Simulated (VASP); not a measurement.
# ZnS (Fm-3m) in VASP: notebook, part 2 of 2

VASP 6.6.1.

### 5 Single point, PBE-based screened hybrid

Contents of POSCAR:

```
ZnS
1.0
    0.0000000000      2.5310227333      2.5310227333
    2.5310227333      0.0000000000      2.5310227333
    2.5310227333      2.5310227333      0.0000000000
Zn S
1 1
Direct
    0.0000000000      0.0000000000      0.0000000000
    0.5000000000      0.5000000000      0.5000000000
```

Contents of INCAR.step1:

```
PREC     = Accurate       # precision mode
ENCUT    = 520            # plane-wave cutoff, eV
EDIFF    = 1E-5           # SCF threshold, eV
ISMEAR   = -1             # smearing method
SIGMA    = 0.02           # smearing width, eV
LREAL    = False          # projectors in reciprocal space
LASPH    = True           # aspherical terms in the spheres
NELM     = 60             # most SCF steps
ALGO     = Normal         # electronic algorithm
ISIF     = 2              # what is computed and relaxed
LWAVE    = True           # write WAVECAR
LCHARG   = False          # write CHGCAR
NBANDS   = 16             # bands
GGA      = PE             # functional
```

Contents of INCAR.step2:

```
PREC     = Accurate       # precision mode
ENCUT    = 520            # plane-wave cutoff, eV
EDIFF    = 1E-6           # SCF threshold, eV
ISMEAR   = -1             # smearing method
SIGMA    = 0.02           # smearing width, eV
LREAL    = False          # projectors in reciprocal space
LASPH    = True           # aspherical terms in the spheres
NELM     = 60             # most SCF steps
ALGO     = Normal         # electronic algorithm
ISIF     = 2              # what is computed and relaxed
LWAVE    = False          # write WAVECAR
LCHARG   = False          # write CHGCAR
GGA      = PE             # functional
LHFCALC  = True           # exact exchange
AEXX     = 0.75           # exact-exchange fraction
HFSCREEN = 0.1            # screening, 1/A
PRECFOCK = Normal       
NBANDS   = 16             # bands
ISTART   = 1
```

Contents of KPOINTS:

```
Automatic mesh
0
Gamma
  4 4 4
```

Run with:

```bash
$ cat potpaw_PBE.64/Zn/POTCAR potpaw_PBE.64/S/POTCAR > POTCAR
$ cp INCAR.step1 INCAR
$ mpirun -np 1 vasp_std > vasp.out
$ cp INCAR.step2 INCAR
$ mpirun -np 1 vasp_std > vasp.out
```

Run time: 8.9 min. Hardware: 1 thread of AMD EPYC 7R43 (Zen 3), shared host; peak memory 0.23 GiB.

The run converged. Its results:

| Quantity | Value |
| --- | --- |
| Free energy | -12.2481 eV |
| Pressure | -1.5 GPa |
| Band gap on the k mesh | 4.49 eV, indirect (least direct gap 7.29 eV) |

Levels at points of the mesh, in eV from the valence-band top:
```csv
k point,band 6,band 7,band 8,band 9,band 10,band 11,band 12,band 13
"(0.00, 0.00, 0.00)",-11.41,-0.28,-0.28,-0.28,7.28,13.98,13.98,13.98
"(0.50, 0.00, 0.00)",-11.29,-7.23,0.00,0.00,8.40,10.59,10.59,14.34
"(0.50, 0.50, 0.00)",-10.47,-6.37,-2.79,-2.79,4.49,9.50,18.31,19.19
```

Caveat: the k points lie up to 0.54 Å⁻¹ apart; the PAW data sets were made with another functional, which shifts forces and pressure a little.

### 6 Single point, PBE-based screened hybrid

POSCAR is that of step 5.

Contents of INCAR.step1:

```
PREC = Accurate ; ENCUT = 520
EDIFF = 1E-5 ; ISMEAR = -1
SIGMA = 0.02 ; LREAL = F
LASPH = T ; NELM = 80
ALGO = Normal ; ISIF = 2
LWAVE = T ; LCHARG = F
NBANDS = 16 ; GGA = PE
```

Contents of INCAR.step2:

```
PREC = Accurate ; ENCUT = 520
EDIFF = 1E-6 ; ISMEAR = -1
SIGMA = 0.02 ; LREAL = F
LASPH = T ; NELM = 80
ALGO = Normal ; ISIF = 2
LWAVE = F ; LCHARG = F
GGA = PE ; LHFCALC = T
AEXX = 0.1 ; HFSCREEN = 0.1
PRECFOCK = Normal ; NBANDS = 16
ISTART = 1
```

KPOINTS is that of step 5.

Potentials or basis: VASP PAW PBE potentials, release 64 (Zn, S).

Run with:

```bash
$ cat potpaw_PBE.64/Zn/POTCAR potpaw_PBE.64/S/POTCAR > POTCAR
$ cp INCAR.step1 INCAR
$ mpirun -np 1 vasp_std > vasp.out
$ cp INCAR.step2 INCAR
$ mpirun -np 1 vasp_std > vasp.out
```

OUTCAR:

```text
PREC = Accurate
   ENCUT = 520
   EDIFF = 1E-6
   ISMEAR = -1
   LREAL = F
   LASPH = T
   NELM = 80
   ISIF = 2
   GGA = PE
   LHFCALC = T
   AEXX = 0.1
   HFSCREEN = 0.1
   PRECFOCK = Normal
   ISTART = 1

 ion  position               nearest neighbor table
   1  0.000  0.000  0.000-   2 2.53   2 2.53   2 2.53   2 2.53   2 2.53   2 2.53
   2  0.500  0.500  0.500-   1 2.53   1 2.53   1 2.53   1 2.53   1 2.53   1 2.53

  LATTYP: Found a face centered cubic cell.
 ALAT       =     5.0620454666

  Lattice vectors:

 A1 = (   0.0000000000,   2.5310227333,   2.5310227333)
 A2 = (   2.5310227333,   0.0000000000,   2.5310227333)
 A3 = (   2.5310227333,   2.5310227333,   0.0000000000)

Analysis of symmetry for initial positions (statically):
=====================================================================
 Subroutine PRICEL returns:
 Original cell was already a primitive cell.

 Routine SETGRP: Setting up the symmetry group for a
 face centered cubic supercell.

 Subroutine GETGRP returns: Found 48 space group operations
 (whereof 48 operations were pure point group operations)
 out of a pool of 48 trial point group operations.

The static configuration has the point symmetry O_h .

Analysis of symmetry for dynamics (positions and initial velocities):
=====================================================================
 Subroutine PRICEL returns:
 Original cell was already a primitive cell.

 Routine SETGRP: Setting up the symmetry group for a
 face centered cubic supercell.

 Subroutine GETGRP returns: Found 48 space group operations
 (whereof 48 operations were pure point group operations)
 out of a pool of 48 trial point group operations.

[... 103 lines left out ...]
     AMIX_MAG =   1.60;   BMIX_MAG =  1.00
  volume/ion in A,a.u.               =      16.21       109.42
  Fermi-wavevector in a.u.,A,eV,Ry     =   1.345425  2.542485 24.628851  1.810169
  Thomas-Fermi vector in A             =   2.473339
   LORBIT       =      0    0 simple, 1 ext, 2 COOP (PROOUT), +10 PAW based schemes
   GGA     = PE    functional components
   LHFCALC =     T    Hartree Fock is set to
   PRECFOCK=normal    Normal, Fast or Accurate (Low or Medium for compatibility)
   ENCUT4O =  -1.0   cutoff for four orbital integrals eV
   NKREDX  =     1    reduce k-point grid by
   NKREDY  =     1    reduce k-point grid by
   NKREDZ  =     1    reduce k-point grid by
   AEXX    =    0.1000 exact exchange contribution
   HFSCREEN=    0.1000 screening length (either q_TF or 0.3 A-1)
   HFSCREENC=   0.1000 screening length for correlation (either q_TF or 0.3 A-1)
   ENCUTFOCK=  -1.0 apply spherical cutoff to Coloumb kernel
   IVDW    =     0    specifies the selected vdW correction
   LEPSILON=     F    determine dielectric tensor
   LRPA    =     F    only Hartree local field effects (RPA)
 non-spin polarized calculation
  energy-cutoff  :      520.00
  volume of cell :       32.43
 maximum number of plane-waves:       893
 NGX is ok and might be reduce to    28
  NGX = 20; NGY = 20; NGZ = 20

 number of electron      18.0000013 magnetization

 Free energy of the ion-electron system (eV)
  ---------------------------------------------------
  ext. energy  EPLUGINS =         0.00000000
  ---------------------------------------------------
  free energy    TOTEN  =        -6.80359678 eV

  energy without entropy =       -6.80356588  energy(sigma->0) =       -6.80358133

 E-fermi :   3.8290     XC(G=0): -10.0507

 val. band max:        3.6708304604   @ k =   0.5000   0.0000   0.0000
 cond. band min:       3.9675979096   @ k =   0.5000   0.5000   0.0000
 fundamental gap:      0.2967674492
 Fermi energy:         3.8290304056

 k-point     1 :       0.0000    0.0000    0.0000
  band No.  band energies     occupation
      1     -10.7180      2.00000
      2      -3.3266      2.00000
      3      -3.3266      2.00000
      4      -3.2981      2.00000
      5      -3.2981      2.00000
      6      -3.2981      2.00000
[... 129 lines left out ...]
      3      -3.3661      2.00000
      4      -3.3661      2.00000
      5      -3.0816      2.00000
      6      -2.7383      2.00000
[... 8 lines left out ...]
     15      18.7792      0.00000
     16      20.6575      0.00000

------------------------ aborting loop because EDIFF is reached ----------------------------------------

  FORCE on cell =-STRESS in cart. coord.  units (eV):
  Direction    XX          YY          ZZ          XY          YZ          ZX
  --------------------------------------------------------------------------------------
  -------------------------------------------------------------------------------------
  Total        0.4910811      0.4910811      0.4910811     -0.0000000      0.0000000     -0.0000000
  in kB       24.2630648     24.2630648     24.2630648     -0.0000000      0.0000000     -0.0000000
  external PRESSURE =      24.2630648 kB  Pullay stress =       0.0000000 kB

 VOLUME and BASIS-vectors are now :
 -----------------------------------------------------------------------------
  energy-cutoff  :      520.00
  volume of cell :       32.43
      direct lattice vectors                 reciprocal lattice vectors
     0.000000000  2.531022733  2.531022733    -0.197548601  0.197548601  0.197548601
     2.531022733  0.000000000  2.531022733     0.197548601 -0.197548601  0.197548601
     2.531022733  2.531022733  0.000000000     0.197548601  0.197548601 -0.197548601

 POSITION                                       TOTAL-FORCE (eV/Angst)
 -----------------------------------------------------------------------------------
      0.00000      0.00000      0.00000         0.000000      0.000000     -0.000000
      2.53102      2.53102      2.53102        -0.000000     -0.000000      0.000000
 -----------------------------------------------------------------------------------
    total drift:                               -0.000006      0.000001      0.000000

  FREE ENERGIE OF THE ION-ELECTRON SYSTEM (eV)
  ---------------------------------------------------
  free  energy   TOTEN  =        -6.8035967776 eV

  energy  without entropy=       -6.8035658758  energy(sigma->0) =       -6.80358133
```

OUTCAR.step1:

```text
PREC = Accurate
   ENCUT = 520
   EDIFF = 1E-5
   ISMEAR = -1
   LREAL = F
[... 355 lines left out ...]
      0.00000      0.00000      0.00000        -0.000000     -0.000000     -0.000000
      2.53102      2.53102      2.53102         0.000000      0.000000      0.000000
 -----------------------------------------------------------------------------------
    total drift:                                0.000000      0.000000      0.000000

  FREE ENERGIE OF THE ION-ELECTRON SYSTEM (eV)
  ---------------------------------------------------
  free  energy   TOTEN  =        -6.1053650816 eV

  energy  without entropy=       -6.1020501010  energy(sigma->0) =       -6.10370759
```

Wall time 8.1 min (1 thread of AMD EPYC 7R43 (Zen 3), shared host); peak memory 0.23 GiB.

What came out:

```
Free energy            : -6.8036 eV
Pressure               : 2.4 GPa
Band gap on the k mesh : 0.30 eV, indirect (least direct gap 2.83 eV)
```

Levels at points of the mesh, in eV from the valence-band top:
```tsv
k point	band 6	band 7	band 8	band 9	band 10	band 11	band 12	band 13
(0.00, 0.00, 0.00)	-6.97	-0.48	-0.48	-0.48	2.67	9.74	9.74	9.74
(0.50, 0.00, 0.00)	-6.80	-5.76	0.00	0.00	4.49	6.24	6.24	8.51
(0.50, 0.50, 0.00)	-6.27	-5.42	-2.54	-2.54	0.30	5.97	12.89	13.42
```

Caveat: the k points lie up to 0.54 Å⁻¹ apart; the PAW data sets were made with another functional, which shifts forces and pressure a little. A k mesh can miss the band edges.

### 7 Single point, HSE06

POSCAR is that of step 6.

Contents of INCAR.step1:

```
PREC     = Accurate       # precision mode
ENCUT    = 520            # plane-wave cutoff, eV
EDIFF    = 1E-5           # SCF threshold, eV
ISMEAR   = 1              # smearing method
SIGMA    = 0.5            # smearing width, eV
LREAL    = F              # projectors in reciprocal space
LASPH    = T              # aspherical terms in the spheres
NELM     = 80             # most SCF steps
ALGO     = Normal         # electronic algorithm
ISIF     = 2              # what is computed and relaxed
LWAVE    = T              # write WAVECAR
LCHARG   = F              # write CHGCAR
GGA      = PE             # functional
NBANDS   = 16             # bands
```

Contents of INCAR.step2:

```
PREC     = Accurate       # precision mode
ENCUT    = 520            # plane-wave cutoff, eV
EDIFF    = 1E-6           # SCF threshold, eV
ISMEAR   = 1              # smearing method
SIGMA    = 0.5            # smearing width, eV
LREAL    = F              # projectors in reciprocal space
LASPH    = T              # aspherical terms in the spheres
NELM     = 80             # most SCF steps
ALGO     = Normal         # electronic algorithm
ISIF     = 2              # what is computed and relaxed
LWAVE    = F              # write WAVECAR
LCHARG   = F              # write CHGCAR
GGA      = PE             # functional
LHFCALC  = T              # exact exchange
HFSCREEN = 0.2079         # screening, 1/A
PRECFOCK = Normal       
ISTART   = 1            
NBANDS   = 16             # bands
```

Contents of KPOINTS:

```
regular mesh
0
Gamma
  4 4 4
```

Run with:

```bash
$ cat potpaw_PBE.64/Zn/POTCAR potpaw_PBE.64/S/POTCAR > POTCAR
$ cp INCAR.step1 INCAR
$ mpirun -np 1 vasp_std > vasp.out
$ cp INCAR.step2 INCAR
$ mpirun -np 1 vasp_std > vasp.out
```

Run time: 7.9 min. Hardware: 1 thread of AMD EPYC 7R43 (Zen 3), shared host; peak memory 0.22 GiB.

It converged, with:

```
Free energy            : -7.6124 eV
Pressure               : 1.6 GPa
Band gap on the k mesh : 0.83 eV, indirect (least direct gap 3.42 eV)
```

Levels at points of the mesh, in eV from the valence-band top:
```tsv
k point	band 7	band 8	band 9	band 10	band 11	band 12
(0.00, 0.00, 0.00)	-0.44	-0.44	-0.44	3.31	10.33	10.33
(0.50, 0.00, 0.00)	-6.20	0.00	0.00	5.01	6.83	6.83
(0.50, 0.50, 0.00)	-5.62	-2.59	-2.59	0.83	6.40	13.74
```

Caveat: the k points lie up to 0.54 Å⁻¹ apart; the PAW data sets were made with another functional, which shifts forces and pressure a little. A k mesh can miss the band edges.

### 8 The runs side by side

```csv
level,smearing,screening parameter,share of exact exchange,gap on the mesh (eV),pressure (GPa)
HSE06,fermi-dirac 0.02 eV,0.2079 1/Å,-,0.84,1.8
PBE-based screened hybrid,fermi-dirac 0.02 eV,0.2078 1/Å,0.05,none,2.8
PBE-based screened hybrid,fermi-dirac 0.02 eV,0.3 1/Å,0.05,none,2.9
PBE-based screened hybrid,fermi-dirac 0.02 eV,0.1 1/Å,0.75,4.49,-1.5
PBE-based screened hybrid,fermi-dirac 0.02 eV,0.1 1/Å,0.1,0.30,2.4
HSE06,methfessel-paxton 0.5 eV,0.2079 1/Å,-,0.83,1.6
```

Alike in all rows: task single point; potentials or basis VASP PAW PBE potentials, release 64 (Zn, S); no spin polarisation; cell as given; k mesh 4 × 4 × 4; cutoff (eV) 520.

Caveats: all runs use coarse meshes; the PAW data sets were made with another functional, which shifts forces and pressure a little.

Total energies depend on the potentials used, so only differences within one code and one set of settings carry meaning.
